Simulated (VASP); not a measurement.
# In9P8 (a cell with a defect) in VASP: single point with PBE

Aim: the single point of In9P8 (a cell with a defect) with PBE.

Everything below comes from runs of VASP 6.6.1. Logs are shortened: lines on timing, memory, paths and dates and some standing lists are left out, and cuts for length are marked.

**1. The cell of the first run**

The cell holds a defect, 17 atoms: a = 8.428 Å, b = 8.428 Å, c = 8.428 Å, α = 60.00°, β = 60.00°, γ = 60.00°.

**2. Single point, PBE, collinear spin (with an interstitial atom, then relaxed in part)**

Contents of INCAR:

```
PREC = Accurate
ENCUT = 520
EDIFF = 1E-7
ISMEAR = 0
SIGMA = 0.02
LREAL = Auto
LASPH = T
NELM = 150
ALGO = Normal
ISIF = 2
LWAVE = F
LCHARG = F
ISPIN = 2
MAGMOM = 0 0 0 0 0 0 0 0 1 0 0 0 0 0 0 0 0
LORBIT = 11
GGA = PE
NBANDS = 96
KPAR = 8
```

Contents of KPOINTS:

```
regular mesh
0
Gamma
  3 3 3
```

Contents of POSCAR:

```
In9P8
1.0
    0.0000000000      5.9597880294     -5.9597880294
   -5.9597880294      0.0000000000     -5.9597880294
   -5.9597880294      5.9597880294      0.0000000000
In P
9 8
Direct
    0.5097684963     -0.0087525851      0.5086036974
   -0.0083104366      0.9915743009      0.5086670983
    0.5000758873      0.5001230291      0.4999272002
   -0.0085771215      0.5095276349      0.5086212884
    0.5098085871     -0.0086731007     -0.0092203629
    0.0007791968      1.0005196223     -0.0003768939
    0.5097367911      0.5094657908     -0.0094525362
   -0.0084978490      0.5095700832     -0.0091644932
    0.2508732388      0.2505740246      0.2496103681
    0.6332464684      0.1229159761      0.1221454668
    0.1232509291      0.1230387716      0.1222054120
    0.6237033628      0.6235381558      0.1302819132
    0.1231555287      0.6329833909      0.1221625658
    0.6238518218      0.1305764332      0.6229741951
    0.1232193353      0.1230072374      0.6320873537
    0.6236404388      0.6234734919      0.6227696886
    0.1305828259      0.6237439059      0.6230277214
```

Potentials or basis: VASP PAW PBE potentials, release 64 (In_d, P).

The run is started by

```
> cat potpaw_PBE.64/In_d/POTCAR potpaw_PBE.64/P/POTCAR > POTCAR
> mpirun -np 8 vasp_std > vasp.out
```

OUTCAR:

```text
PREC = Accurate
   ENCUT = 520
   EDIFF = 1E-7
   ISMEAR = 0
   LREAL = Auto
   LASPH = T
   NELM = 150
   ISIF = 2
   ISPIN = 2
   LORBIT = 11
   GGA = PE

 ion  position               nearest neighbor table
   1  0.510  0.991  0.509-  14 2.53  16 2.53  10 2.66  15 2.66   9 3.09
   2  0.992  0.992  0.509-  17 2.53  14 2.53  15 2.66  11 2.66   9 3.09
   3  0.500  0.500  0.500-  17 2.54  14 2.54  12 2.54  16 2.54
   4  0.991  0.510  0.509-  17 2.53  16 2.53  13 2.66  15 2.66   9 3.09
   5  0.510  0.991  0.991-  12 2.53  14 2.53  10 2.66  11 2.66   9 3.09
   6  0.001  0.001  1.000-  10 2.53  15 2.53  13 2.53  11 2.53
   7  0.510  0.509  0.991-  12 2.53  16 2.53  10 2.66  13 2.66   9 3.09
   8  0.992  0.510  0.991-  17 2.53  12 2.53  13 2.66  11 2.66   9 3.09
   9  0.251  0.251  0.250-  10 2.63  13 2.63  15 2.63  11 2.63   7 3.09   1 3.09   4 3.09   5 3.09
                             8 3.09   2 3.09
  10  0.633  0.123  0.122-   6 2.53   9 2.63   5 2.66   1 2.66   7 2.66
  11  0.123  0.123  0.122-   6 2.53   9 2.63   2 2.66   8 2.66   5 2.66
  12  0.624  0.624  0.130-   7 2.53   5 2.53   8 2.53   3 2.54
  13  0.123  0.633  0.122-   6 2.53   9 2.63   8 2.66   4 2.66   7 2.66
  14  0.624  0.131  0.623-   1 2.53   5 2.53   2 2.53   3 2.54
  15  0.123  0.123  0.632-   6 2.53   9 2.63   2 2.66   4 2.66   1 2.66
  16  0.624  0.623  0.623-   1 2.53   4 2.53   7 2.53   3 2.54
  17  0.131  0.624  0.623-   4 2.53   8 2.53   2 2.53   3 2.54

  LATTYP: Found a face centered cubic cell.
 ALAT       =    11.9195760588

  Lattice vectors:

 A1 = (   0.0000000000,   5.9597880294,  -5.9597880294)
 A2 = (  -5.9597880294,   0.0000000000,  -5.9597880294)
 A3 = (  -5.9597880294,   5.9597880294,   0.0000000000)

Analysis of symmetry for initial positions (statically):
=====================================================================
 Subroutine PRICEL returns:
 Original cell was already a primitive cell.

 Routine SETGRP: Setting up the symmetry group for a
 face centered cubic supercell.

 Subroutine GETGRP returns: Found  1 space group operations
 (whereof  1 operations were pure point group operations)
 out of a pool of 48 trial point group operations.

The static configuration has the point symmetry C_1 .

Analysis of symmetry for dynamics (positions and initial velocities):
=====================================================================
 Subroutine PRICEL returns:
 Original cell was already a primitive cell.

 Routine SETGRP: Setting up the symmetry group for a
 face centered cubic supercell.

 Subroutine GETGRP returns: Found  1 space group operations
 (whereof  1 operations were pure point group operations)
 out of a pool of 48 trial point group operations.

The dynamic configuration has the point symmetry C_1 .

Analysis of structural, dynamic, and magnetic symmetry:
=====================================================================
 Subroutine PRICEL returns:
 Original cell was already a primitive cell.

 Routine SETGRP: Setting up the symmetry group for a
 face centered cubic supercell.

 Subroutine GETGRP returns: Found  1 space group operations
 (whereof  1 operations were pure point group operations)
 out of a pool of 48 trial point group operations.

The overall configuration has the point symmetry C_1 .

 Subroutine INISYM returns: Found  1 space group operations
 (whereof  1 operations are pure point group operations),
 and found     1 'primitive' translations

----------------------------------------------------------------------------------------

                                     Primitive cell

  volume of cell :     423.3723

  direct lattice vectors                    reciprocal lattice vectors
     0.000000000  5.959788029 -5.959788029     0.083895601  0.083895601 -0.083895601
    -5.959788029  0.000000000 -5.959788029    -0.083895601 -0.083895601 -0.083895601
    -5.959788029  5.959788029  0.000000000    -0.083895601  0.083895601  0.083895601

  length of vectors
     8.428413060  8.428413060  8.428413060     0.145311444  0.145311444  0.145311444

  position of ions in fractional coordinates (direct lattice)
     0.509768496  0.991247415  0.508603697
     0.991689563  0.991574301  0.508667098
     0.500075887  0.500123029  0.499927200
     0.991422879  0.509527635  0.508621288
     0.509808587  0.991326899  0.990779637
     0.000779197  0.000519622  0.999623106
[... 9 lines left out ...]
     0.623640439  0.623473492  0.622769689
[... 72 lines left out ...]
 SYSTEM =  unknown system
   PREC   = accura    normal or accurate (medium, high low for compatibility)
   ISTART =      0    job   : 0-new  1-cont  2-samecut
   ICHARG =      2    charge: 1-file 2-atom 10-const
   ISPIN  =      2    spin polarized calculation?
   LNONCOLLINEAR =      F non collinear calculations
   LSORBIT =      F    spin-orbit coupling
   LASPH  =      T    aspherical Exc in radial PAW
   ENCUT  =  520.0 eV  38.22 Ry    6.18 a.u.  15.67 15.67 15.67*2*pi/ulx,y,z
   NELM   =    150;   NELMIN=  2; NELMDL= -5     # of ELM steps
   EDIFF  = 0.1E-06   stopping-criterion for ELM
   LREAL  =      T    real-space projection
   EDIFFG = 0.1E-05   stopping-criterion for IOM
   NSW    =      0    number of steps for IOM
   IBRION =     -1    ionic relax: 0-MD 1-quasi-New 2-CG
   NFREE  =      0    steps in history (QN), initial steepest desc. (CG)
   ISIF   =      2    stress and relaxation
   ISYM   =      2    0-nonsym 1-usesym 2-fastsym
   POTIM  = 0.5000    time-step for ionic-motion
   TEBEG  =    0.0;   TEEND  =   0.0 temperature during run
   PSTRESS=    0.0 pullay stress
   NELECT =     157.0000    total number of electrons
   NUPDOWN=      -1.0000    fix difference up-down
   EMIN   =  10.00;   EMAX   =-10.00  energy-range for DOS
   EFERMI =   0.00;   METHOD = LEGACY
   ISMEAR =     0;   SIGMA  =   0.02  broadening in eV -4-tet -1-fermi 0-gaus
   EFERMI_NEDOS =   21; number of points for ismear=-14 and -15
   IALGO  =     38    algorithm
   IMIX   =      4    mixing-type and parameters
     AMIX     =   0.40;   BMIX     =  1.00
     AMIX_MAG =   1.60;   BMIX_MAG =  1.00
  volume/ion in A,a.u.               =      24.90       168.06
  Fermi-wavevector in a.u.,A,eV,Ry     =   1.176162  2.222624 18.821723  1.383358
  Thomas-Fermi vector in A             =   2.312531
   LORBIT       =     11    0 simple, 1 ext, 2 COOP (PROOUT), +10 PAW based schemes
   GGA     = PE    functional components
   LHFCALC =     F    Hartree Fock is set to
   AEXX    =    0.0000 exact exchange contribution
   IVDW    =     0    specifies the selected vdW correction
   LEPSILON=     F    determine dielectric tensor
   LRPA    =     F    only Hartree local field effects (RPA)
 spin polarized calculation
 Gauss-broadening in eV      SIGMA  =   0.02
  energy-cutoff  :      520.00
  volume of cell :      423.37
 maximum number of plane-waves:     11527
 NGX is ok and might be reduce to    64
   NGX = 31   NGY = 31   NGZ = 31

 number of electron     157.0000020 magnetization       0.0002986

 Free energy of the ion-electron system (eV)
  ---------------------------------------------------
  ext. energy  EPLUGINS =         0.00000000
  ---------------------------------------------------
  free energy    TOTEN  =       -66.36588306 eV

  energy without entropy =      -66.36464021  energy(sigma->0) =      -66.36526163

 E-fermi :   6.7935     XC(G=0):  -9.3950

 val. band max:        6.7910477970   @ k =   0.0000   0.0000   0.0000
 cond. band min:       6.7937265872   @ k =   0.0000   0.0000   0.0000
 fundamental gap:      0.0026787902
 Fermi energy:         6.7934506871

 spin component 1

 k-point     1 :       0.0000    0.0000    0.0000
  band No.  band energies     occupation
      1      -8.9926      1.00000
      2      -8.9923      1.00000
      3      -8.9920      1.00000
      4      -8.8929      1.00000
      5      -8.8927      1.00000
      6      -8.8922      1.00000
[... 1291 lines left out ...]
     89       8.8404      0.00000
     90       8.9564      0.00000
 Fermi energy:         6.7934506871

 spin component 2

 k-point     1 :       0.0000    0.0000    0.0000
  band No.  band energies     occupation
      1      -8.9926      1.00000
      2      -8.9923      1.00000
      3      -8.9920      1.00000
      4      -8.8929      1.00000
      5      -8.8927      1.00000
      6      -8.8922      1.00000
[... 1291 lines left out ...]
     89       8.8404      0.00000
     90       8.9564      0.00000
 [bands above 90 left out]

------------------------ aborting loop because EDIFF is reached ----------------------------------------

  FORCE on cell =-STRESS in cart. coord.  units (eV):
  Direction    XX          YY          ZZ          XY          YZ          ZX
  --------------------------------------------------------------------------------------
  -------------------------------------------------------------------------------------
  Total       15.3575537     15.3785937     15.3991179      0.0029678      0.0064700     -0.0147752
  in kB       58.1179370     58.1975591     58.2752291      0.0112311      0.0244844     -0.0559140
  external PRESSURE =      58.1969084 kB  Pullay stress =       0.0000000 kB

 VOLUME and BASIS-vectors are now :
 -----------------------------------------------------------------------------
  energy-cutoff  :      520.00
  volume of cell :      423.37
      direct lattice vectors                 reciprocal lattice vectors
     0.000000000  5.959788029 -5.959788029     0.083895601  0.083895601 -0.083895601
    -5.959788029  0.000000000 -5.959788029    -0.083895601 -0.083895601 -0.083895601
    -5.959788029  5.959788029  0.000000000    -0.083895601  0.083895601  0.083895601

 POSITION                                       TOTAL-FORCE (eV/Angst)
 -----------------------------------------------------------------------------------
     -8.93879      6.06928     -8.94574         0.003242      0.025897     -0.008163
     -8.94112      8.94181    -11.81983        -0.010100      0.013943      0.046667
     -5.96009      5.95981     -5.96097        -0.006783     -0.000017     -0.021990
     -6.06795      8.93995     -8.94535        -0.027901     -0.003461     -0.006830
    -11.81293      8.94319     -8.94645         0.026971      0.005381     -0.009510
     -5.96064      5.96219     -0.00774         0.004008     -0.007349      0.006532
[... 9 lines left out ...]
     -7.42735      7.42834     -7.43253        -0.006305      0.006139     -0.003110
     -7.43049      4.49136     -4.49563        -0.005027     -0.006217      0.008735
 -----------------------------------------------------------------------------------
    total drift:                               -0.014744     -0.000438     -0.030257

  FREE ENERGIE OF THE ION-ELECTRON SYSTEM (eV)
  ---------------------------------------------------
  free  energy   TOTEN  =       -66.3658830592 eV

  energy  without entropy=      -66.3646402067  energy(sigma->0) =      -66.36526163

 total charge

# of ion       s       p       d       tot
------------------------------------------
    1        0.854   0.709   9.895  11.459
    2        0.854   0.709   9.895  11.459
    3        0.840   0.744   9.898  11.482
    4        0.854   0.709   9.895  11.459
    5        0.854   0.709   9.895  11.459
    6        0.929   0.739   9.891  11.559
[... 9 lines left out ...]
   16        1.050   1.473   0.000   2.524
   17        1.050   1.474   0.000   2.524
--------------------------------------------------
tot         16.415  18.018  89.072 123.506

 magnetization (x)

# of ion       s       p       d       tot
------------------------------------------
    1        0.000   0.000   0.000   0.000
    2        0.000   0.000   0.000   0.000
    3       -0.000   0.000   0.000   0.000
    4        0.000   0.000   0.000   0.000
    5        0.000   0.000   0.000   0.000
    6       -0.000   0.000  -0.000   0.000
[... 9 lines left out ...]
   16        0.000  -0.000   0.000   0.000
   17        0.000  -0.000   0.000   0.000
--------------------------------------------------
tot          0.000   0.000   0.000   0.000
```

Run time: 5.6 min. Hardware: 8 MPI ranks of AMD EPYC 7R13 (Zen 3), shared host; peak memory 1.2 GiB.

Results:

| Property | Result |
| --- | --- |
| Free energy | -66.3659 eV |
| Pressure | 5.8 GPa |
| Largest force | 0.050 eV/Å |
| Net moment | 0.00 μB per cell |
| Valence electrons inside the program's atomic spheres | In 11.46, 11.48, 11.56, 11.62 (each value once); P 2.50, 2.52 (each value once) |

Forces in eV/Å, atoms in the order of the input:
```
In   0.003  0.026 -0.008
In  -0.010  0.014  0.047
In  -0.007  0.000 -0.022
In  -0.028 -0.003 -0.007
In   0.027  0.005 -0.010
In   0.004 -0.007  0.007
In   0.003  0.005 -0.016
In  -0.005 -0.031 -0.014
In   0.005 -0.007  0.008
P    0.002  0.001 -0.001
P    0.003 -0.002  0.003
P    0.009 -0.008 -0.005
P   -0.001 -0.001  0.000
P    0.008  0.006  0.009
P   -0.001  0.002  0.004
P   -0.006  0.006 -0.003
P   -0.005 -0.006  0.009
```

Levels at points of the mesh, in eV from the Fermi level:
Spin up:
```csv
k point,band 76,band 77,band 78,band 79,band 80,band 81
"(0.00, 0.00, 0.00)",-1.59,-1.59,-1.59,-1.14,-0.26,-0.26
```
Spin down:
```
           k point  band 74  band 75  band 76  band 77  band 78  band 79  band 80  band 81  band 82  band 83
(0.00, 0.00, 0.00)    -2.40    -2.40    -1.59    -1.59    -1.59    -1.14    -0.26    -0.26    -0.26     0.00
```

Caveat: the cell differs from its parent crystal (with an interstitial atom, then relaxed in part); spin-orbit coupling is left out, which moves the levels of the heavy elements.
